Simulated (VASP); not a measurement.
# Pt (C2/c) in VASP: single point with r2SCAN

Aim: the single point of Pt with r2SCAN.

All numbers are computed with VASP 6.6.1; they aren't measurements. Logs are shortened: lines on timing, memory, paths and dates and some standing lists are left out, and cuts for length are marked.

## 1. The cell of the first run

It takes space group C2/c (No. 15, monoclinic). The conventional cell has a = 2.768 Å, b = 4.782 Å, c = 4.806 Å, α = 90.00°, β = 98.58°, γ = 90.00°. Pt (site symmetry 2) has 14 Pt at 2.71 to 3.74 Å within 3.8 Å.

## 2. Single point, r2SCAN (strain -0.1500 x Voigt [0, 0, 0, 0, 1, 0])

Contents of POSCAR:

```
Pt
1.0
    2.7606656158      0.0000000000     -0.2070499212
   -1.3803328079      2.3908065546      0.1035249606
   -0.3594100500      0.0000000000      4.7921340000
Pt
2
Direct
    0.6666666667      0.3333333333      0.7500000000
    0.3333333333      0.6666666667      0.2500000000
```

Contents of INCAR.step1:

```
SYSTEM = Pt
PREC     = Accurate       ! precision mode
ENCUT    = 520            ! plane-wave cutoff, eV
ISMEAR   = 0              ! smearing method
SIGMA    = 0.15           ! smearing width, eV
LREAL    = .False.        ! projectors in reciprocal space
LASPH    = .True.         ! aspherical terms in the spheres
NELM     = 60             ! most SCF steps
NBANDS   = 17             ! bands
GGA      = PE             ! functional
ALGO     = Normal         ! electronic algorithm
EDIFF    = 1E-4           ! SCF threshold, eV
LWAVE    = .True.         ! write WAVECAR
LCHARG   = .False.        ! write CHGCAR
```

Contents of INCAR.step2:

```
SYSTEM = Pt
PREC     = Accurate       ! precision mode
ENCUT    = 520            ! plane-wave cutoff, eV
EDIFF    = 1E-6           ! SCF threshold, eV
ISMEAR   = 0              ! smearing method
SIGMA    = 0.15           ! smearing width, eV
LREAL    = .False.        ! projectors in reciprocal space
LASPH    = .True.         ! aspherical terms in the spheres
NELM     = 60             ! most SCF steps
ALGO     = Normal         ! electronic algorithm
ISIF     = 2              ! what is computed and relaxed
LWAVE    = .False.        ! write WAVECAR
LCHARG   = .True.         ! write CHGCAR
METAGGA  = R2SCAN         ! meta-GGA
LMIXTAU  = .True.       
LELF     = .True.         ! ELF
LVHAR    = .True.       
NBANDS   = 17             ! bands
ISTART   = 1
```

Contents of KPOINTS:

```
Automatic mesh
0
Gamma
  18 18 10
  0 0 0
```

Potentials or basis: VASP PAW PBE potentials, release 64 (Pt).

The run is started by

```bash
> cat potpaw_PBE.64/Pt/POTCAR > POTCAR
> cp INCAR.step1 INCAR
> mpirun -np 1 vasp_std > vasp.out
> cp INCAR.step2 INCAR
> mpirun -np 1 vasp_std > vasp.out
```

OUTCAR:

```text
SYSTEM = Pt
   PREC = Accurate
   ENCUT = 520
   EDIFF = 1E-6
   ISMEAR = 0
   LREAL = .False.
   LASPH = .True.
   NELM = 60
   ISIF = 2
   METAGGA = R2SCAN
   ISTART = 1

 ion  position               nearest neighbor table
   1  0.667  0.333  0.750-   2 2.71   2 2.71   2 2.88   2 2.88   2 3.05   2 3.05
   2  0.333  0.667  0.250-   1 2.71   1 2.71   1 2.88   1 2.88   1 3.05   1 3.05

  LATTYP: Found a base centered monoclinic cell.
 ALAT       =     2.7684190998
 B/A-ratio  =     1.7271998700
 C/A-ratio  =     1.7358618054
 COS(beta)  =    -0.1491609696

  Lattice vectors:

 A1 = (   1.3803328079,  -2.3908065546,  -0.1035249606)
 A2 = (   1.3803328079,   2.3908065546,  -0.1035249606)
 A3 = (  -0.3594100500,   0.0000000000,   4.7921340000)

Analysis of symmetry for initial positions (statically):
=====================================================================
 Subroutine PRICEL returns:
 Original cell was already a primitive cell.

 Routine SETGRP: Setting up the symmetry group for a
 base centered monoclinic supercell.

 Subroutine GETGRP returns: Found  4 space group operations
 (whereof  2 operations were pure point group operations)
 out of a pool of  4 trial point group operations.

The static configuration has the point symmetry S_2 .
 The point group associated with its full space group is C_2h.

Analysis of symmetry for dynamics (positions and initial velocities):
=====================================================================
 Subroutine PRICEL returns:
 Original cell was already a primitive cell.

 Routine SETGRP: Setting up the symmetry group for a
 base centered monoclinic supercell.

 Subroutine GETGRP returns: Found  4 space group operations
 (whereof  2 operations were pure point group operations)
 out of a pool of  4 trial point group operations.

The dynamic configuration has the point symmetry S_2 .
 The point group associated with its full space group is C_2h.

 Subroutine INISYM returns: Found  4 space group operations
 (whereof  2 operations are pure point group operations),
 and found     1 'primitive' translations

----------------------------------------------------------------------------------------

                                     Primitive cell

  volume of cell :      31.4512

  direct lattice vectors                    reciprocal lattice vectors
     2.760665616  0.000000000 -0.207049921     0.364280561  0.209134444  0.027321042
    -1.380332808  2.390806555  0.103524961     0.000000000  0.418268888  0.000000000
    -0.359410050  0.000000000  4.792134000     0.015739180  0.000000000  0.209855739

  length of vectors
     2.768419100  2.762606027  4.805592977     0.420932278  0.418268888  0.210445130

  position of ions in fractional coordinates (direct lattice)
     0.666666667  0.333333333  0.750000000
     0.333333333  0.666666667  0.250000000

  ion indices of the primitive-cell ions
   primitive index   ion index
                 1           1
                 2           2

----------------------------------------------------------------------------------------

 KPOINTS: Automatic mesh

Automatic generation of k-mesh.
 Grid dimensions read from file:
 generate k-points for:   18   18   10

 Generating k-lattice:

  Cartesian coordinates                     Fractional coordinates (reciprocal lattice)
     0.020237809  0.011618580  0.001517836     0.055555556 -0.000000000  0.000000000
     0.000000000  0.023237160  0.000000000     0.000000000  0.055555556  0.000000000
     0.001573918  0.000000000  0.020985574     0.000000000 -0.000000000  0.100000000

  Length of vectors
     0.023385127  0.023237160  0.021044513

  Shift w.r.t. Gamma in fractional coordinates (k-lattice)
     0.000000000  0.000000000  0.000000000

 Subroutine IBZKPT returns following result:
 ===========================================

 Found    866 irreducible k-points:

 Following reciprocal coordinates:
            Coordinates               Weight
  0.000000  0.000000  0.000000      1.000000
  0.055556 -0.000000  0.000000      4.000000
  0.111111 -0.000000  0.000000      4.000000
  0.166667 -0.000000  0.000000      4.000000
  0.222222 -0.000000  0.000000      4.000000
  0.277778  0.000000  0.000000      4.000000
[... 16 lines left out ...]
 -0.333333  0.055556  0.000000      4.000000
 -0.277778  0.055556  0.000000      4.000000
 [... further k-points ...]
   k-points           NKPTS =    866   k-points in BZ     NKDIM =    866   number of bands    NBANDS=     17
   number of dos      NEDOS =    301   number of ions     NIONS =      2
   total plane-waves  NPLWV =  20736
   dimension x,y,z NGX =    24 NGY =   24 NGZ =   36
   dimension x,y,z NGXF=    48 NGYF=   48 NGZF=   72
   ions per type =               2
   NGX,Y,Z   is equivalent  to a cutoff of  14.41, 14.44, 12.45 a.u.
   NGXF,Y,Z  is equivalent  to a cutoff of  28.82, 28.89, 24.91 a.u.
 SYSTEM =  Pt
   PREC   = accura    normal or accurate (medium, high low for compatibility)
   ISTART =      1    job   : 0-new  1-cont  2-samecut
   ICHARG =      0    charge: 1-file 2-atom 10-const
   ISPIN  =      1    spin polarized calculation?
   LNONCOLLINEAR =      F non collinear calculations
   LSORBIT =      F    spin-orbit coupling
   LASPH  =      T    aspherical Exc in radial PAW
   ENCUT  =  520.0 eV  38.22 Ry    6.18 a.u.   5.15  5.14  8.94*2*pi/ulx,y,z
   NELM   =     60;   NELMIN=  2; NELMDL=  0     # of ELM steps
   EDIFF  = 0.1E-05   stopping-criterion for ELM
   LREAL  =      F    real-space projection
   EDIFFG = 0.1E-04   stopping-criterion for IOM
   NSW    =      0    number of steps for IOM
   IBRION =     -1    ionic relax: 0-MD 1-quasi-New 2-CG
   NFREE  =      0    steps in history (QN), initial steepest desc. (CG)
   ISIF   =      2    stress and relaxation
   ISYM   =      2    0-nonsym 1-usesym 2-fastsym
   POTIM  = 0.5000    time-step for ionic-motion
   TEBEG  =    0.0;   TEEND  =   0.0 temperature during run
   PSTRESS=    0.0 pullay stress
   NELECT =      20.0000    total number of electrons
   NUPDOWN=      -1.0000    fix difference up-down
   EMIN   =  10.00;   EMAX   =-10.00  energy-range for DOS
   EFERMI =   0.00;   METHOD = LEGACY
   ISMEAR =     0;   SIGMA  =   0.15  broadening in eV -4-tet -1-fermi 0-gaus
   EFERMI_NEDOS =   21; number of points for ismear=-14 and -15
   IALGO  =     38    algorithm
   IMIX   =      4    mixing-type and parameters
     AMIX     =   0.40;   BMIX     =  1.00
     AMIX_MAG =   1.60;   BMIX_MAG =  1.00
  volume/ion in A,a.u.               =      15.73       106.12
  Fermi-wavevector in a.u.,A,eV,Ry     =   1.407794  2.660344 26.965158  1.981883
  Thomas-Fermi vector in A             =   2.530017
   LORBIT       =      0    0 simple, 1 ext, 2 COOP (PROOUT), +10 PAW based schemes
   METAGGA = R2SCAN    functional components
   LHFCALC =     F    Hartree Fock is set to
   AEXX    =    0.0000 exact exchange contribution
   IVDW    =     0    specifies the selected vdW correction
   LEPSILON=     F    determine dielectric tensor
   LRPA    =     F    only Hartree local field effects (RPA)
 non-spin polarized calculation
 Gauss-broadening in eV      SIGMA  =   0.15
  energy-cutoff  :      520.00
  volume of cell :       31.45
 maximum number of plane-waves:       865
 NGX is ok and might be reduce to    24
   NGX = 11   NGY = 11   NGZ = 17

 number of electron      20.0000004 magnetization

 Free energy of the ion-electron system (eV)
  ---------------------------------------------------
  ext. energy  EPLUGINS =         0.00000000
  ---------------------------------------------------
  free energy    TOTEN  =      -102.86133439 eV

  energy without entropy =     -102.83039791  energy(sigma->0) =     -102.84586615

 E-fermi :  10.2285     XC(G=0): -14.3160

 val. band max:       10.2283008281   @ k =   0.3889   0.2778   0.5000
 cond. band min:      10.2294285236   @ k =  -0.1111   0.3889   0.4000
 fundamental gap:      0.0011276955
 Fermi energy:        10.2285156706

 k-point     1 :       0.0000    0.0000    0.0000
  band No.  band energies     occupation
      1       0.2289      2.00000
      2       2.9709      2.00000
      3       5.8719      2.00000
      4       6.6824      2.00000
      5       6.6838      2.00000
      6       6.9541      2.00000
[... 9 lines left out ...]
     16      28.1062      0.00000
     17      32.2834      0.00000

 k-point     2 :       0.0556   -0.0000    0.0000
  band No.  band energies     occupation
      1       0.3469      2.00000
      2       3.0752      2.00000
      3       5.8899      2.00000
      4       6.6370      2.00000
      5       6.7702      2.00000
      6       6.9116      2.00000
[... 9 lines left out ...]
     16      28.2592      0.00000
     17      31.4001      0.00000

 k-point     3 :       0.1111   -0.0000    0.0000
  band No.  band energies     occupation
      1       0.6920      2.00000
      2       3.3685      2.00000
      3       5.8940      2.00000
      4       6.5558      2.00000
      5       6.7679      2.00000
      6       7.0226      2.00000
[... 9 lines left out ...]
     16      28.5199      0.00000
     17      29.9910      0.00000

 k-point     4 :       0.1667   -0.0000    0.0000
  band No.  band energies     occupation
      1       1.2346      2.00000
      2       3.7746      2.00000
      3       5.7979      2.00000
      4       6.4234      2.00000
      5       6.6314      2.00000
      6       7.0414      2.00000
[... 9 lines left out ...]
     16      28.6684      0.00000
     17      29.0266      0.00000

 k-point     5 :       0.2222   -0.0000    0.0000
  band No.  band energies     occupation
      1       1.9135      2.00000
      2       4.1100      2.00000
      3       5.6686      2.00000
      4       6.1905      2.00000
      5       6.2237      2.00000
      6       7.1328      2.00000
[... 9 lines left out ...]
     16      27.8280      0.00000
     17      28.7895      0.00000

 k-point     6 :       0.2778    0.0000    0.0000
  band No.  band energies     occupation
      1       2.6158      2.00000
      2       4.1607      2.00000
      3       5.3385      2.00000
      4       6.0653      2.00000
      5       6.2105      2.00000
      6       7.2355      2.00000
[... 9 lines left out ...]
     16      26.4476      0.00000
     17      28.0580      0.00000
[... 281 lines left out ...]
 k-point    21 :      -0.4444    0.0556   -0.0000
  band No.  band energies     occupation
      1       3.6401      2.00000
      2       3.8262      2.00000
      3       4.4786      2.00000
      4       6.2585      2.00000
      5       6.7347      2.00000
      6       7.0373      2.00000
[... 9 lines left out ...]
     16      23.3499      0.00000
     17      25.5265      0.00000

 k-point    22 :      -0.3889    0.0556    0.0000
  band No.  band energies     occupation
      1       3.4562      2.00000
      2       3.9907      2.00000
      3       4.7482      2.00000
      4       6.1953      2.00000
      5       6.5712      2.00000
      6       6.8546      2.00000
[... 9 lines left out ...]
     16      24.4631      0.00000
     17      26.3246      0.00000

 k-point    23 :      -0.3333    0.0556    0.0000
  band No.  band energies     occupation
      1       3.0189      2.00000
      2       4.1817      2.00000
      3       5.1317      2.00000
      4       6.0625      2.00000
      5       6.2458      2.00000
      6       6.9549      2.00000
[... 9 lines left out ...]
     16      25.8436      0.00000
     17      27.4524      0.00000

 k-point    24 :      -0.2778    0.0556    0.0000
  band No.  band energies     occupation
      1       2.3594      2.00000
      2       4.2595      2.00000
      3       5.5513      2.00000
      4       5.9710      2.00000
      5       6.1367      2.00000
      6       7.0123      2.00000
[... 9 lines left out ...]
     16      27.0813      0.00000
     17      28.5808      0.00000

 [... further k-points ...]

------------------------ aborting loop because EDIFF is reached ----------------------------------------

  FORCE on cell =-STRESS in cart. coord.  units (eV):
  Direction    XX          YY          ZZ          XY          YZ          ZX
  --------------------------------------------------------------------------------------
  -------------------------------------------------------------------------------------
  Total       -0.8705844     -1.1219418      0.1461859      0.0000000      0.0000000      0.4176849
  in kB      -44.3490261    -57.1535887      7.4469548      0.0000000      0.0000000     21.2775677
  external PRESSURE =     -31.3518867 kB  Pullay stress =       0.0000000 kB

 VOLUME and BASIS-vectors are now :
 -----------------------------------------------------------------------------
  energy-cutoff  :      520.00
  volume of cell :       31.45
      direct lattice vectors                 reciprocal lattice vectors
     2.760665616  0.000000000 -0.207049921     0.364280561  0.209134444  0.027321042
    -1.380332808  2.390806555  0.103524961     0.000000000  0.418268888  0.000000000
    -0.359410050  0.000000000  4.792134000     0.015739180  0.000000000  0.209855739

 POSITION                                       TOTAL-FORCE (eV/Angst)
 -----------------------------------------------------------------------------------
      1.11078      0.79694      3.49058        -0.000000     -0.081522      0.000000
     -0.08985      1.59387      1.19803         0.000000      0.081522     -0.000000
 -----------------------------------------------------------------------------------
    total drift:                                0.000000     -0.000000     -0.000000

  FREE ENERGIE OF THE ION-ELECTRON SYSTEM (eV)
  ---------------------------------------------------
  free  energy   TOTEN  =      -102.8613343868 eV

  energy  without entropy=     -102.8303979122  energy(sigma->0) =     -102.84586615
```

Run time: 7.8 min. Hardware: 1 thread of Intel Xeon 6975P-C (Granite Rapids), shared host; peak memory 0.48 GiB.

Results:

* Free energy: -102.8613 eV
* Pressure: -3.1 GPa
* Largest force: 0.082 eV/Å
* Band gap on the k mesh: zero (bands 10 and 11 overlap by 1.34 eV)

Forces in eV/Å, atoms in the order of the input:
```
Pt   0.000 -0.082  0.000
Pt   0.000  0.082  0.000
```

Stress tensor (GPa, compression positive):
```
-4.43  0.00  2.13
 0.00 -5.72  0.00
 2.13  0.00  0.74
```

Caveat: the cell differs from its parent crystal (strain -0.1500 x Voigt [0, 0, 0, 0, 1, 0]); the stress differs along the axes, from -6 to 1 GPa; the PAW data sets were made with another functional, which shifts forces and pressure a little; spin-orbit coupling is left out, which moves the levels of the heavy elements.
